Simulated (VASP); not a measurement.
# BaTiO3 in VASP: notebook

BaTiO3 is run at these levels: PBE; tasks: single point.

Program: VASP 6.6.1. These are calculated values, not measurements. Logs are shortened: lines on timing, memory, paths and dates and some standing lists are left out, and cuts for length are marked.

### Step 1. The cell of the first run

The structure is orthorhombic, space group Amm2 (No. 38). The conventional cell has a = 3.984 Å, b = 5.674 Å, c = 5.692 Å, α = 90.00°, β = 90.00°, γ = 90.00°. Ba (site symmetry mm2) has 12 O at 2.80 to 2.89 Å and 8 Ti at 3.44 to 3.51 Å within 3.7 Å. Within 2.6 Å of Ti (site symmetry mm2) lie 6 O at 1.95 to 2.07 Å. Within 2.6 Å of O (site symmetry mm2) lie 2 Ti at 1.99 Å. O (site symmetry m) has 2 Ti at 1.95 to 2.07 Å within 2.6 Å.

### Step 2. Single point, PBE

File INCAR:

```
SYSTEM = BaTiO3
ALGO     = Normal         ! electronic algorithm
EDIFF    = 1E-6           ! SCF threshold, eV
ENCUT    = 520            ! plane-wave cutoff, eV
GGA      = PE             ! functional
ISIF     = 2              ! what is computed and relaxed
ISMEAR   = -1             ! smearing method
LASPH    = .TRUE.         ! aspherical terms in the spheres
LCHARG   = .FALSE.        ! write CHGCAR
LREAL    = .FALSE.        ! projectors in reciprocal space
LWAVE    = .FALSE.        ! write WAVECAR
NBANDS   = 28             ! bands
NELM     = 80             ! most SCF steps
PREC     = Accurate       ! precision mode
SIGMA    = 0.05           ! smearing width, eV
```

File KPOINTS:

```
k-points
0
G
  8 8 8
  0 0 0
```

File POSCAR:

```
BaTiO3
1.0
    3.9841000000      0.0000000000      0.0000000000
    0.0000000000      2.8370500000      2.8458000000
    0.0000000000     -2.8370500000      2.8458000000
Ba Ti O
1 1 3
Direct
    0.0000000000      0.0000000000      0.0000000000
    0.5000000000      0.5079000000      0.5079000000
    0.0000000000      0.4921000000      0.4921000000
    0.5000000000      0.5025100000      0.9937100000
    0.5000000000      0.9937100000      0.5025100000
```

Potentials or basis: VASP PAW PBE potentials, release 64 (Ba_sv, Ti_sv, O).

Started as:

```bash
$ cat potpaw_PBE.64/Ba_sv/POTCAR potpaw_PBE.64/Ti_sv/POTCAR potpaw_PBE.64/O/POTCAR > POTCAR
$ mpirun -np 1 vasp_std > vasp.out
```

OUTCAR:

```text
SYSTEM = BaTiO3
   EDIFF = 1E-6
   ENCUT = 520
   GGA = PE
   ISIF = 2
   ISMEAR = -1
   LASPH = .TRUE.
   LREAL = .FALSE.
   NELM = 80
   PREC = Accurate

 ion  position               nearest neighbor table
   1  0.000  0.000  0.000-   3 2.80   4 2.82   5 2.82   4 2.82   5 2.82   4 2.84   5 2.84   5 2.84
                             4 2.84   3 2.84   3 2.84   3 2.89   2 3.44   2 3.44   2 3.47   2 3.47
   2  0.500  0.508  0.508-   4 1.95   5 1.95   3 1.99   3 1.99   5 2.07   4 2.07   1 3.44   1 3.44
                             1 3.47   1 3.47   1 3.47   1 3.47   1 3.51   1 3.51
   3  0.000  0.492  0.492-   2 1.99   2 1.99   1 2.80   1 2.84   1 2.84   1 2.89
   4  0.500  0.503  0.994-   2 1.95   2 2.07   1 2.82   1 2.82   1 2.84   1 2.84
   5  0.500  0.994  0.503-   2 1.95   2 2.07   1 2.82   1 2.82   1 2.84   1 2.84

  LATTYP: Found a base centered orthorhombic cell.
 ALAT       =     5.6741000000
 B/A-ratio  =     1.0030841896
 C/A-ratio  =     0.7021554079

  Lattice vectors:

 A1 = (   0.0000000000,   2.8370500000,  -2.8458000000)
 A2 = (   0.0000000000,   2.8370500000,   2.8458000000)
 A3 = (   3.9841000000,   0.0000000000,   0.0000000000)

Analysis of symmetry for initial positions (statically):
=====================================================================
 Subroutine PRICEL returns:
 Original cell was already a primitive cell.

 Routine SETGRP: Setting up the symmetry group for a
 base centered orthorhombic supercell.

 Subroutine GETGRP returns: Found  4 space group operations
 (whereof  4 operations were pure point group operations)
 out of a pool of  8 trial point group operations.

The static configuration has the point symmetry C_2v.

Analysis of symmetry for dynamics (positions and initial velocities):
=====================================================================
 Subroutine PRICEL returns:
 Original cell was already a primitive cell.

 Routine SETGRP: Setting up the symmetry group for a
 base centered orthorhombic supercell.

 Subroutine GETGRP returns: Found  4 space group operations
 (whereof  4 operations were pure point group operations)
 out of a pool of  8 trial point group operations.

The dynamic configuration has the point symmetry C_2v.

 Subroutine INISYM returns: Found  4 space group operations
 (whereof  4 operations are pure point group operations),
 and found     1 'primitive' translations

----------------------------------------------------------------------------------------

                                     Primitive cell

  volume of cell :      64.3327

  direct lattice vectors                    reciprocal lattice vectors
     3.984100000  0.000000000  0.000000000     0.250997716  0.000000000  0.000000000
     0.000000000  2.837050000  2.845800000     0.000000000  0.176239404  0.175697519
     0.000000000 -2.837050000  2.845800000     0.000000000 -0.176239404  0.175697519

  length of vectors
     3.984100000  4.018386535  4.018386535     0.250997716  0.248857280  0.248857280

  position of ions in fractional coordinates (direct lattice)
     0.000000000  0.000000000  0.000000000
     0.500000000  0.507900000  0.507900000
     0.000000000  0.492100000  0.492100000
     0.500000000  0.502510000  0.993710000
     0.500000000  0.993710000  0.502510000

  ion indices of the primitive-cell ions
   primitive index   ion index
                 1           1
                 2           2
                 3           3
                 4           4
                 5           5

----------------------------------------------------------------------------------------

 KPOINTS: k-points

Automatic generation of k-mesh.
 Grid dimensions read from file:
 generate k-points for:    8    8    8

 Generating k-lattice:

  Cartesian coordinates                     Fractional coordinates (reciprocal lattice)
     0.031374714  0.000000000  0.000000000     0.125000000  0.000000000  0.000000000
     0.000000000  0.022029925  0.021962190     0.000000000  0.125000000  0.000000000
[... 50 lines left out ...]

  energy without entropy =      -39.97447687  energy(sigma->0) =      -39.97447687

 E-fermi :   4.7322     XC(G=0): -11.2403

 val. band max:        3.8100099392   @ k =   0.5000   0.5000   0.5000
 cond. band min:       5.6014935550   @ k =   0.0000   0.0000   0.0000
 fundamental gap:      1.7914836158
 Fermi energy:         4.7321657052

 k-point     1 :       0.0000    0.0000    0.0000
  band No.  band energies     occupation
      1     -52.8037      2.00000
      2     -29.0213      2.00000
      3     -29.0193      2.00000
      4     -29.0149      2.00000
      5     -21.0183      2.00000
      6     -13.0776      2.00000
[... 20 lines left out ...]
     27       8.8990      0.00000
     28      11.1457      0.00000

 k-point     2 :       0.1250    0.0000    0.0000
  band No.  band energies     occupation
      1     -52.8036      2.00000
      2     -29.0230      2.00000
      3     -29.0210      2.00000
      4     -29.0190      2.00000
      5     -21.0008      2.00000
      6     -13.0797      2.00000
[... 20 lines left out ...]
     27       9.1968      0.00000
     28      11.5264      0.00000

 k-point     3 :       0.2500    0.0000    0.0000
  band No.  band energies     occupation
      1     -52.8032      2.00000
      2     -29.0425      2.00000
      3     -29.0203      2.00000
      4     -29.0182      2.00000
      5     -20.9580      2.00000
      6     -13.1348      2.00000
[... 20 lines left out ...]
     27       9.9539      0.00000
     28      12.1423      0.00000

 k-point     4 :       0.3750    0.0000    0.0000
  band No.  band energies     occupation
      1     -52.8028      2.00000
      2     -29.0619      2.00000
      3     -29.0195      2.00000
      4     -29.0175      2.00000
      5     -20.9144      2.00000
      6     -13.2366      2.00000
[... 578 lines left out ...]
     27      11.6559      0.00000
     28      12.2454      0.00000

 k-point    23 :       0.2500    0.5000    0.0000
  band No.  band energies     occupation
      1     -52.8022      2.00000
      2     -29.0684      2.00000
      3     -29.0399      2.00000
      4     -29.0173      2.00000
      5     -20.8635      2.00000
      6     -13.0390      2.00000
[... 20 lines left out ...]
     27      12.3849      0.00000
     28      12.5053      0.00000

 k-point    24 :       0.3750    0.5000    0.0000
  band No.  band energies     occupation
      1     -52.8018      2.00000
      2     -29.0672      2.00000
      3     -29.0588      2.00000
      4     -29.0166      2.00000
      5     -20.8350      2.00000
      6     -12.8174      2.00000
[... 20 lines left out ...]
     27      11.8491      0.00000
     28      13.4022      0.00000

 [... further k-points ...]

------------------------ aborting loop because EDIFF is reached ----------------------------------------

  FORCE on cell =-STRESS in cart. coord.  units (eV):
  Direction    XX          YY          ZZ          XY          YZ          ZX
  --------------------------------------------------------------------------------------
  -------------------------------------------------------------------------------------
  Total        1.7651750      1.4866197      1.1983669      0.0000000      0.0000000      0.0000000
  in kB       43.9609181     37.0236205     29.8448073      0.0000000      0.0000000      0.0000000
  external PRESSURE =      36.9431153 kB  Pullay stress =       0.0000000 kB

 VOLUME and BASIS-vectors are now :
 -----------------------------------------------------------------------------
  energy-cutoff  :      520.00
  volume of cell :       64.33
      direct lattice vectors                 reciprocal lattice vectors
     3.984100000  0.000000000  0.000000000     0.250997716  0.000000000  0.000000000
     0.000000000  2.837050000  2.845800000     0.000000000  0.176239404  0.175697519
     0.000000000 -2.837050000  2.845800000     0.000000000 -0.176239404  0.175697519

 POSITION                                       TOTAL-FORCE (eV/Angst)
 -----------------------------------------------------------------------------------
      0.00000      0.00000      0.00000         0.000000      0.000000      0.087028
      1.99205      0.00000      2.89076         0.000000      0.000000      0.178029
      0.00000      0.00000      2.80084         0.000000      0.000000      0.097612
      1.99205     -1.39356      4.25794         0.000000     -0.002745     -0.181334
      1.99205      1.39356      4.25794         0.000000      0.002745     -0.181334
 -----------------------------------------------------------------------------------
    total drift:                                0.000000     -0.000000      0.000056

  FREE ENERGIE OF THE ION-ELECTRON SYSTEM (eV)
  ---------------------------------------------------
  free  energy   TOTEN  =       -39.9744768755 eV

  energy  without entropy=      -39.9744768744  energy(sigma->0) =      -39.97447687
```

It took 94 s on 1 thread of AMD EPYC 9R45 (Zen 5), shared host; peak memory 0.28 GiB.

Results:

```yaml
Free_energy: -39.9745 eV
Pressure: 3.7 GPa
Largest_force: 0.181 eV/Å
Band_gap_on_the_k_mesh: 1.79 eV, indirect (least direct gap 1.97 eV)
```

Forces in eV/Å, atoms in the order of the input:
```
Ba   0.000  0.000  0.087
Ti   0.000  0.000  0.178
O    0.000  0.000  0.098
O    0.000 -0.003 -0.181
O    0.000  0.003 -0.181
```

Levels at points of the mesh, in eV from the valence-band top:
```tsv
k point	band 17	band 18	band 19	band 20	band 21	band 22	band 23	band 24
(0.00, 0.00, 0.00)	-1.09	-0.24	-0.21	-0.18	1.79	1.82	1.89	3.93
(0.50, 0.00, 0.00)	-1.84	-1.80	-0.78	-0.74	1.97	3.52	3.55	3.92
(0.00, 0.50, 0.00)	-1.82	-1.73	-0.77	-0.73	1.99	3.48	3.50	3.97
(0.50, 0.50, 0.00)	-1.72	-0.87	-0.87	-0.09	3.50	3.55	3.93	4.73
(0.00, 0.50, 0.50)	-1.70	-0.92	-0.90	-0.12	3.49	3.52	3.90	4.83
(0.50, 0.50, 0.50)	-2.37	-0.03	0.00	0.00	4.15	4.16	4.18	6.68
```

Caveat: spin-orbit coupling is left out, which moves the levels of the heavy elements. A k mesh can miss the band edges.

### Step 3. Single point, PBE (equal xy, yz and zx shear strains of -1 %)

File INCAR:

```
SYSTEM = BaTiO3
ALGO = Normal ; EDIFF = 1E-7
ENCUT = 520 ; GGA = PE
ISIF = 2 ; ISMEAR = -1
LASPH = .True. ; LCHARG = .False.
LREAL = .False. ; LWAVE = .False.
NBANDS = 28 ; NELM = 60
PREC = Accurate ; SIGMA = 0.05
```

File KPOINTS:

```
k-points
0
Gamma
  8 8 8
  0 0 0
```

POSCAR: that of step 2 with these lines changed.

```diff
@@ -2,5 +2,5 @@
 1.0
-    3.9841000000      0.0000000000      0.0000000000
-    0.0000000000      2.8370500000      2.8458000000
-    0.0000000000     -2.8370500000      2.8458000000
+    3.9841000000     -0.0199205000     -0.0199205000
+   -0.0284142500      2.8228210000      2.8316147500
+   -0.0000437500     -2.8512790000      2.8599852500
 Ba Ti O
```

Potentials or basis: VASP PAW PBE potentials, release 64 (Ba_sv, Ti_sv, O).

Started as:

```bash
$ cat potpaw_PBE.64/Ba_sv/POTCAR potpaw_PBE.64/Ti_sv/POTCAR potpaw_PBE.64/O/POTCAR > POTCAR
$ mpirun -np 1 vasp_std > vasp.out
```

It took 5.6 min on 1 thread of Intel Xeon Platinum 8488C (Sapphire Rapids), shared host; peak memory 0.52 GiB.

It converged, with:

```
Free energy            : -39.9674 eV
Pressure               : 3.7 GPa
Largest force          : 0.200 eV/Å
Band gap on the k mesh : 1.77 eV, indirect (least direct gap 1.94 eV)
```

Forces in eV/Å, atoms in the order of the input:
```
Ba   0.007 -0.001  0.087
Ti  -0.014 -0.035  0.177
O   -0.002 -0.003  0.097
O    0.002  0.016 -0.199
O    0.006  0.022 -0.163
```

Stress tensor (GPa, compression positive):
```
4.43 1.25 1.25
1.25 3.75 0.97
1.25 0.97 3.03
```

Levels at points of the mesh, in eV from the valence-band top:
| k point | band 17 | band 18 | band 19 | band 20 | band 21 | band 22 | band 23 | band 24 |
| --- | --- | --- | --- | --- | --- | --- | --- | --- |
| (0.00, 0.00, 0.00) | -1.08 | -0.28 | -0.22 | -0.17 | 1.77 | 1.81 | 1.88 | 3.90 |
| (0.50, 0.00, 0.00) | -1.85 | -1.81 | -0.80 | -0.76 | 1.96 | 3.50 | 3.54 | 3.91 |
| (0.00, 0.50, 0.00) | -1.88 | -1.77 | -0.79 | -0.74 | 1.97 | 3.51 | 3.53 | 3.93 |
| (0.50, 0.50, 0.00) | -1.73 | -0.87 | -0.81 | -0.08 | 3.51 | 3.54 | 3.94 | 4.66 |
| (0.00, 0.00, 0.50) | -1.78 | -1.69 | -0.82 | -0.69 | 1.98 | 3.42 | 3.45 | 3.98 |
| (0.50, 0.00, 0.50) | -1.73 | -0.92 | -0.92 | -0.12 | 3.44 | 3.53 | 3.89 | 4.76 |
| (0.00, 0.50, 0.50) | -1.71 | -0.93 | -0.91 | -0.14 | 3.45 | 3.53 | 3.88 | 4.82 |
| (0.50, 0.50, 0.50) | -2.35 | -0.05 | -0.02 | 0.00 | 4.12 | 4.15 | 4.18 | 6.61 |

Caveat: the cell differs from its parent crystal (equal xy, yz and zx shear strains of -1 %); spin-orbit coupling is left out, which moves the levels of the heavy elements. A k mesh can miss the band edges.

### Step 4. Single point, PBE (equal xy, yz and zx shear strains of +1 %)

File INCAR:

```
SYSTEM = BaTiO3
  ALGO = Normal
  EDIFF = 1E-7
  ENCUT = 520
  GGA = PE
  ISIF = 2
  ISMEAR = -1
  LASPH = .TRUE.
  LCHARG = .TRUE.
  LELF = .TRUE.
  LREAL = .FALSE.
  LVHAR = .TRUE.
  LWAVE = .FALSE.
  NBANDS = 28
  NELM = 100
  PREC = Accurate
  SIGMA = 0.05
```

File KPOINTS:

```
k-points
0
G
  8 8 8
  0 0 0
```

POSCAR: that of step 3 with these lines changed.

```diff
@@ -2,5 +2,5 @@
 1.0
-    3.9841000000     -0.0199205000     -0.0199205000
-   -0.0284142500      2.8228210000      2.8316147500
-   -0.0000437500     -2.8512790000      2.8599852500
+    3.9841000000      0.0199205000      0.0199205000
+    0.0284142500      2.8512790000      2.8599852500
+    0.0000437500     -2.8228210000      2.8316147500
 Ba Ti O
```

Started as:

```bash
$ cat potpaw_PBE.64/Ba_sv/POTCAR potpaw_PBE.64/Ti_sv/POTCAR potpaw_PBE.64/O/POTCAR > POTCAR
$ mpirun -np 1 vasp_std > vasp.out
```

Wall time 12 min (1 thread of Intel Xeon 8259CL, shared host); peak memory 0.53 GiB.

It converged, with:

```yaml
Free_energy: -39.9675 eV
Pressure: 3.7 GPa
Largest_force: 0.200 eV/Å
Band_gap_on_the_k_mesh: 1.77 eV, indirect (least direct gap 1.95 eV)
```

Forces in eV/Å, atoms in the order of the input:
```
Ba  -0.008  0.001  0.087
Ti   0.015  0.036  0.177
O    0.002  0.003  0.097
O   -0.002 -0.023 -0.163
O   -0.006 -0.017 -0.199
```

Stress tensor (GPa, compression positive):
```
 4.43 -1.24 -1.24
-1.24  3.75 -0.96
-1.24 -0.96  3.03
```

Levels at points of the mesh, in eV from the valence-band top:
```tsv
k point	band 18	band 19	band 20	band 21	band 22	band 23
(0.00, 0.00, 0.00)	-0.28	-0.21	-0.18	1.77	1.81	1.89
(0.50, 0.00, 0.00)	-1.81	-0.80	-0.76	1.96	3.50	3.54
(0.00, 0.50, 0.00)	-1.70	-0.77	-0.74	1.98	3.43	3.44
(0.50, 0.50, 0.00)	-0.95	-0.90	-0.11	3.44	3.54	3.89
(0.00, 0.00, 0.50)	-1.77	-0.83	-0.70	1.97	3.51	3.53
(0.50, 0.00, 0.50)	-0.84	-0.84	-0.08	3.52	3.53	3.94
(0.00, 0.50, 0.50)	-0.93	-0.91	-0.14	3.44	3.53	3.88
(0.50, 0.50, 0.50)	-0.05	-0.02	0.00	4.13	4.13	4.18
```

Caveat: the cell differs from its parent crystal (equal xy, yz and zx shear strains of +1 %); spin-orbit coupling is left out, which moves the levels of the heavy elements. A k mesh can miss the band edges.

### Step 5. Single point, PBE (equal xx and yy strain of -1 %)

File INCAR:

```
SYSTEM = BaTiO3
  PREC = Accurate
  ENCUT = 520
  EDIFF = 1E-6
  ISMEAR = -1
  SIGMA = 0.05
  LREAL = .FALSE.
  LASPH = .TRUE.
  NELM = 80
  ALGO = Normal
  ISIF = 2
  LWAVE = .FALSE.
  LCHARG = .FALSE.
  GGA = PE
  NBANDS = 28
```

File KPOINTS:

```
regular mesh
0
G
  8 8 8
  0 0 0
```

POSCAR: that of step 4 with these lines changed.

```diff
@@ -2,5 +2,5 @@
 1.0
-    3.9841000000      0.0199205000      0.0199205000
-    0.0284142500      2.8512790000      2.8599852500
-    0.0000437500     -2.8228210000      2.8316147500
+    3.9442590000      0.0000000000      0.0000000000
+    0.0000000000      2.8086795000      2.8458000000
+    0.0000000000     -2.8086795000      2.8458000000
 Ba Ti O
```

Started as:

```bash
$ cat potpaw_PBE.64/Ba_sv/POTCAR potpaw_PBE.64/Ti_sv/POTCAR potpaw_PBE.64/O/POTCAR > POTCAR
$ mpirun -np 1 vasp_std > vasp.out
```

Run time: 2.7 min. Hardware: 1 thread of Intel Xeon 6975P-C, shared host; peak memory 0.31 GiB.

It converged, with:

- Free energy: -39.9227 eV
- Pressure: 7.5 GPa
- Largest force: 0.161 eV/Å
- Band gap on the k mesh: 1.80 eV, indirect (least direct gap 1.95 eV)

Forces in eV/Å, atoms in the order of the input:
```
Ba   0.000  0.000  0.094
Ti   0.000  0.000  0.134
O    0.000  0.000  0.077
O    0.000 -0.051 -0.153
O    0.000  0.051 -0.153
```

Stress tensor (GPa, compression positive):
```
8.95 0.00 0.00
0.00 8.37 0.00
0.00 0.00 5.06
```

Levels at points of the mesh, in eV from the valence-band top:
| k point | band 17 | band 18 | band 19 | band 20 | band 21 | band 22 | band 23 | band 24 |
| --- | --- | --- | --- | --- | --- | --- | --- | --- |
| (0.00, 0.00, 0.00) | -1.12 | -0.24 | -0.23 | -0.14 | 1.80 | 1.84 | 1.95 | 4.03 |
| (0.50, 0.00, 0.00) | -1.89 | -1.87 | -0.84 | -0.71 | 2.00 | 3.64 | 3.66 | 4.03 |
| (0.00, 0.50, 0.00) | -1.83 | -1.75 | -0.78 | -0.73 | 2.03 | 3.56 | 3.57 | 4.10 |
| (0.50, 0.50, 0.00) | -1.72 | -0.86 | -0.85 | -0.10 | 3.57 | 3.67 | 4.03 | 4.86 |
| (0.00, 0.50, 0.50) | -1.70 | -0.97 | -0.91 | -0.15 | 3.55 | 3.61 | 3.97 | 5.02 |
| (0.50, 0.50, 0.50) | -2.34 | -0.05 | -0.02 | 0.00 | 4.24 | 4.29 | 4.29 | 6.73 |

Caveat: the cell differs from its parent crystal (equal xx and yy strain of -1 %); spin-orbit coupling is left out, which moves the levels of the heavy elements. A k mesh can miss the band edges.

### Step 6. Overview

| cell | gap on the mesh (eV) | pressure (GPa) | largest force (eV/Å) |
| --- | --- | --- | --- |
| a = 3.984, b = 4.018, c = 4.018 Å, angles 89.8, 90.0, 90.0°, 5 atoms | 1.79 | 3.7 | 0.18 |
| a = 3.984, b = 3.998, c = 4.038 Å, angles 89.8, 90.0, 90.8°, 5 atoms | 1.77 | 3.7 | 0.20 |
| a = 3.984, b = 4.039, c = 3.998 Å, angles 89.8, 90.0, 89.2°, 5 atoms | 1.77 | 3.7 | 0.20 |
| a = 3.944, b = 3.998, c = 3.998 Å, angles 89.2, 90.0, 90.0°, 5 atoms | 1.80 | 7.5 | 0.16 |

Alike in all rows: task single point; level PBE; potentials or basis VASP PAW PBE potentials, release 64 (Ba_sv, Ti_sv, O); no spin polarisation; k mesh 8 × 8 × 8; cutoff (eV) 520; smearing fermi-dirac 0.05 eV.

Caveats: spin-orbit coupling is left out, which moves the levels of the heavy elements.

Absolute energies hang on the potentials; compare differences alone.
